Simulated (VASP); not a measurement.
# Os (I4/mmm) in VASP: further runs, part 2 of 2

VASP 6.6.1.

## 3. Single point, PBEsol

This run uses another cell than the first one, of the same volume but with other edges.

File INCAR:

```
PREC     = Accurate       # precision mode
ENCUT    = 520            # plane-wave cutoff, eV
EDIFF    = 1E-6           # SCF threshold, eV
ISMEAR   = 0              # smearing method
SIGMA    = 0.15           # smearing width, eV
LREAL    = False          # projectors in reciprocal space
LASPH    = True           # aspherical terms in the spheres
NELM     = 60             # most SCF steps
ALGO     = Fast           # electronic algorithm
ISIF     = 2              # what is computed and relaxed
LWAVE    = False          # write WAVECAR
LCHARG   = False          # write CHGCAR
GGA      = PS             # functional
NBANDS   = 10             # bands
```

File KPOINTS:

```
Automatic mesh
0
Gamma
  24 24 24
```

File POSCAR:

```
Os
1.0
    0.0000000000      1.8841785005      2.0725963505
    1.8841785005      0.0000000000      2.0725963505
    1.8841785005      1.8841785005      0.0000000000
Os
1
Direct
    0.0000000000      0.0000000000      0.0000000000
```

Potentials or basis: VASP PAW PBE potentials, release 64 (Os).

On the command line:

```
$ cat potpaw_PBE.64/Os/POTCAR > POTCAR
$ mpirun -np 1 vasp_std > vasp.out
```

OUTCAR:

```text
PREC = Accurate
   ENCUT = 520
   EDIFF = 1E-6
   ISMEAR = 0
   LREAL = False
   LASPH = True
   NELM = 60
   ISIF = 2
   GGA = PS

 ion  position               nearest neighbor table
   1  0.000  0.000  0.000-

  LATTYP: Found a body centered tetragonal cell.
 ALAT       =     2.6646307893
 C/A-ratio  =     1.5556349186

  Lattice vectors:

 A1 = (  -1.8841785005,   0.0000000000,   2.0725963505)
 A2 = (   1.8841785005,   0.0000000000,   2.0725963505)
 A3 = (   0.0000000000,   1.8841785005,  -2.0725963505)

Analysis of symmetry for initial positions (statically):
=====================================================================
 Subroutine PRICEL returns:
 Original cell was already a primitive cell.

 Routine SETGRP: Setting up the symmetry group for a
 body centered tetragonal supercell.

 Subroutine GETGRP returns: Found 16 space group operations
 (whereof 16 operations were pure point group operations)
 out of a pool of 16 trial point group operations.

The static configuration has the point symmetry D_4h.

Analysis of symmetry for dynamics (positions and initial velocities):
[... 164 lines left out ...]
 Fermi energy:         8.4721555167

 k-point     1 :       0.0000    0.0000    0.0000
  band No.  band energies     occupation
      1      -1.9787      2.00000
      2       4.8003      2.00000
      3       6.1611      2.00000
      4       6.1611      2.00000
      5       7.5108      2.00000
      6       9.3215      0.00000
      7      22.8909      0.00000
      8      26.3789      0.00000
      9      29.2677      0.00000
     10      29.2677      0.00000
[... 287 lines left out ...]
 k-point    24 :       0.4583    0.0417    0.0000
  band No.  band energies     occupation
      1       1.2348      2.00000
      2       4.8395      2.00000
      3       6.3032      2.00000
      4       7.6183      2.00000
      5      10.3523      0.00000
      6      10.8343      0.00000
      7      17.4667      0.00000
      8      22.3406      0.00000
      9      28.4487      0.00000
     10      29.2463      0.00000

 [... further k-points ...]

------------------------ aborting loop because EDIFF is reached ----------------------------------------

  FORCE on cell =-STRESS in cart. coord.  units (eV):
  Direction    XX          YY          ZZ          XY          YZ          ZX
  --------------------------------------------------------------------------------------
  -------------------------------------------------------------------------------------
  Total       -0.6691383     -0.6691383     -3.6902427      0.0000000      0.0000000     -0.0000000
  in kB      -72.8513568    -72.8513568   -401.7692529      0.0000000      0.0000000     -0.0000000
  external PRESSURE =    -182.4906555 kB  Pullay stress =       0.0000000 kB

 VOLUME and BASIS-vectors are now :
 -----------------------------------------------------------------------------
  energy-cutoff  :      520.00
  volume of cell :       14.72
      direct lattice vectors                 reciprocal lattice vectors
     0.000000000  1.884178501  2.072596351    -0.265367639  0.265367639  0.241243308
     1.884178501  0.000000000  2.072596351     0.265367639 -0.265367639  0.241243308
     1.884178501  1.884178501  0.000000000     0.265367639  0.265367639 -0.241243308

 POSITION                                       TOTAL-FORCE (eV/Angst)
 -----------------------------------------------------------------------------------
      0.00000      0.00000      0.00000        -0.000000      0.000000      0.000000
 -----------------------------------------------------------------------------------
    total drift:                               -0.000000      0.000000     -0.000000

  FREE ENERGIE OF THE ION-ELECTRON SYSTEM (eV)
  ---------------------------------------------------
  free  energy   TOTEN  =       -11.9640246757 eV

  energy  without entropy=      -11.9550768264  energy(sigma->0) =      -11.95955075
```

It took 2.8 min on 1 thread of Intel Xeon 8259CL, shared host; peak memory 0.28 GiB.

Results:

- Free energy: -11.9640 eV
- Pressure: -18.2 GPa
- Band gap on the k mesh: zero (bands 4 and 5 overlap by 4.05 eV)

Caveat: the stress differs along the axes, from -40 to -7 GPa; the PAW data sets were made with another functional, which shifts forces and pressure a little; spin-orbit coupling is left out, which moves the levels of the heavy elements.

## 4. Single point, PBEsol

This run uses another cell than the first one, of the same volume but with other edges.

File INCAR:

```
SYSTEM = Os
ALGO = Fast
EDIFF = 1E-6
ENCUT = 520
GGA = PS
ISIF = 2
ISMEAR = 0
LASPH = .TRUE.
LCHARG = .TRUE.
LELF = .TRUE.
LREAL = .FALSE.
LVHAR = .TRUE.
LWAVE = .FALSE.
NBANDS = 10
NELM = 100
PREC = Accurate
SIGMA = 0.15
```

File KPOINTS:

```
k-points
0
G
  24 24 24
  0 0 0
```

File POSCAR:

```
Os
1.0
    0.0000000000      2.2453384845      1.4594700149
    2.2453384845      0.0000000000      1.4594700149
    2.2453384845      2.2453384845      0.0000000000
Os
1
Direct
    0.0000000000      0.0000000000      0.0000000000
```

On the command line:

```
$ cat potpaw_PBE.64/Os/POTCAR > POTCAR
$ mpirun -np 1 vasp_std > vasp.out
```

Wall time 3.5 min (1 thread of Intel Xeon 8259CL, shared host); peak memory 0.28 GiB.

It converged, with:

| Property | Result |
| --- | --- |
| Free energy | -11.3817 eV |
| Pressure | -9.0 GPa |
| Band gap on the k mesh | zero (bands 4 and 5 overlap by 4.38 eV) |

Stress tensor (GPa, compression positive):
```
 -3.48   0.00   0.00
  0.00  -3.48   0.00
  0.00   0.00 -20.17
```

Levels at points of the mesh, in eV from the Fermi level:
```
           k point  band 2  band 3  band 4  band 5  band 6  band 7
(0.00, 0.00, 0.00)   -3.89   -2.82   -2.82   -0.78    0.52   15.73
(0.50, 0.00, 0.00)   -5.58   -0.20    0.07    1.28    3.17    9.05
(0.50, 0.50, 0.00)   -7.06    2.31    2.31    2.60    6.96    6.96
(0.50, 0.00, 0.50)   -4.50   -1.07   -0.63    0.14    3.05    8.27
```

Caveat: the stress differs along the axes, from -20 to -3 GPa; the PAW data sets were made with another functional, which shifts forces and pressure a little; spin-orbit coupling is left out, which moves the levels of the heavy elements.

## 5. Single point, PBEsol

This run uses another cell than the first one, of the same volume but with other edges.

File INCAR:

```
SYSTEM = Os
PREC = Accurate ; ENCUT = 520
EDIFF = 1E-6 ; ISMEAR = 0
SIGMA = 0.15 ; LREAL = .FALSE.
LASPH = .TRUE. ; NELM = 100
ALGO = Fast ; ISIF = 2
LWAVE = .FALSE. ; LCHARG = .FALSE.
GGA = PS ; NBANDS = 10
```

File KPOINTS:

```
Automatic mesh
0
G
  24 24 24
  0 0 0
```

File POSCAR:

```
Os
1.0
    0.0000000000      1.6991140039      2.5486710059
    1.6991140039      0.0000000000      2.5486710059
    1.6991140039      1.6991140039      0.0000000000
Os
1
Direct
    0.0000000000      0.0000000000      0.0000000000
```

On the command line:

```
$ cat potpaw_PBE.64/Os/POTCAR > POTCAR
$ mpirun -np 1 vasp_std > vasp.out
```

Run time: 3.6 min. Hardware: 1 thread of Intel Xeon 8259CL, shared host; peak memory 0.28 GiB.

It converged, with:

```
Free energy            : -10.4627 eV
Pressure               : 23.9 GPa
Band gap on the k mesh : zero (bands 4 and 5 overlap by 3.91 eV)
```

Stress tensor (GPa, compression positive):
```
 58.16   0.00   0.00
  0.00  58.16   0.00
  0.00   0.00 -44.74
```

Levels at points of the mesh, in eV from the Fermi level:
```csv
k point,band 2,band 3,band 4,band 5,band 6,band 7
"(0.00, 0.00, 0.00)",-6.57,-4.75,-0.16,-0.16,3.24,12.76
"(0.50, 0.00, 0.00)",-5.59,-0.95,-0.02,1.20,1.84,10.33
"(0.50, 0.50, 0.00)",-7.29,-2.24,2.21,2.21,3.52,4.68
"(0.50, 0.00, 0.50)",-5.90,-1.33,0.49,5.31,6.49,9.06
```

Caveat: the stress differs along the axes, from -45 to 58 GPa; the PAW data sets were made with another functional, which shifts forces and pressure a little; spin-orbit coupling is left out, which moves the levels of the heavy elements.

## 6. Overview

```csv
cell,gap on the mesh (eV),pressure (GPa)
"a = 2.717, b = 2.717, c = 2.828 Å, angles 58.6, 58.6, 62.7°, 1 atom",none,-18.9
"a = 2.801, b = 2.801, c = 2.665 Å, angles 61.6, 61.6, 56.8°, 1 atom",none,-18.2
"a = 2.678, b = 2.678, c = 3.175 Å, angles 53.6, 53.6, 72.7°, 1 atom",none,-9.0
"a = 3.063, b = 3.063, c = 2.403 Å, angles 66.9, 66.9, 46.2°, 1 atom",none,23.9
```

Alike in all rows: task single point; level PBEsol; potentials or basis VASP PAW PBE potentials, release 64 (Os); no spin polarisation; k mesh 24 × 24 × 24; cutoff (eV) 520; smearing gaussian 0.15 eV.

Caveats: the PAW data sets were made with another functional, which shifts forces and pressure a little; spin-orbit coupling is left out, which moves the levels of the heavy elements; the stress differs along the axes, from -28 to -0 GPa (at least some runs); the stress differs along the axes, from -40 to -7 GPa (at least some runs); the stress differs along the axes, from -20 to -3 GPa (at least some runs); the stress differs along the axes, from -45 to 58 GPa (at least some runs).

Total energies depend on the potentials used, so only differences within one code and one set of settings carry meaning.
